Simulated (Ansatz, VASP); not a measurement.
**One calculation of W, two programs**

File INCAR:

```
SYSTEM = W
PREC = Accurate ; ENCUT = 520
EDIFF = 1E-7 ; ISMEAR = 0
SIGMA = 0.15 ; LREAL = .False.
LASPH = .True. ; NELM = 100
ALGO = Normal ; ISIF = 2
LWAVE = .False. ; LCHARG = .False.
GGA = PS ; NBANDS = 13
```

Contents of KPOINTS:

```
Automatic mesh
0
Gamma
  20 20 20
  0 0 0
```

Contents of POSCAR:

```
W
1.0
   -1.5174350000      1.5174350000      1.5973000000
    1.5174350000     -1.5174350000      1.5973000000
    1.5174350000      1.5174350000     -1.5973000000
W
1
Direct
    0.0000000000      0.0000000000      0.0000000000
```

Input for Ansatz:

```yaml
crystal:
  lattice:
    - [-1.517435, 1.517435, 1.5973]
    - [1.517435, -1.517435, 1.5973]
    - [1.517435, 1.517435, -1.5973]
  atoms:
    - { symbol: W, position: [0.0, 0.0, 0.0] }
basis:
  ecutwfc: 420
kpoints:
  mp_grid: { grid: [20, 20, 20] }
hamiltonian:
  xc: pbesol
scf:
  occupations: { method: gaussian, width: 0.15 }
output:
  forces: true
  stress: true
  eigenvalues: true
```

Change from the starting cell: strain -0.050 along x and y, +0.000 along z, atoms carried along.

Alike in both runs: task single point; functional PBEsol; k mesh 20 × 20 × 20; occupations gaussian, width 0.15 eV; no spin polarisation.

|  | VASP | Ansatz |
| --- | --- | --- |
| version | VASP 6.6.1 | Ansatz 0.2.0 |
| potentials or method | VASP PAW PBE potentials, release 64 (W_sv), cutoff 520 eV | scalar-relativistic, plane waves, PAW |
| valence electrons in the cell | 14 | 14 |

```csv
,VASP,Ansatz,Ansatz less VASP
gap on the k mesh at the Fermi level (eV),none,none,-
pressure (GPa),25.2,24.1,-1.05
"traceless stress, the component that is largest in VASP (GPa)",-12.80,-12.80,+0.003
```

VASP's potentials were made for PBE, not for PBEsol. A gap of «none» marks a metal or a gap that the smearing closes.

Neither program's run includes spin-orbit coupling.
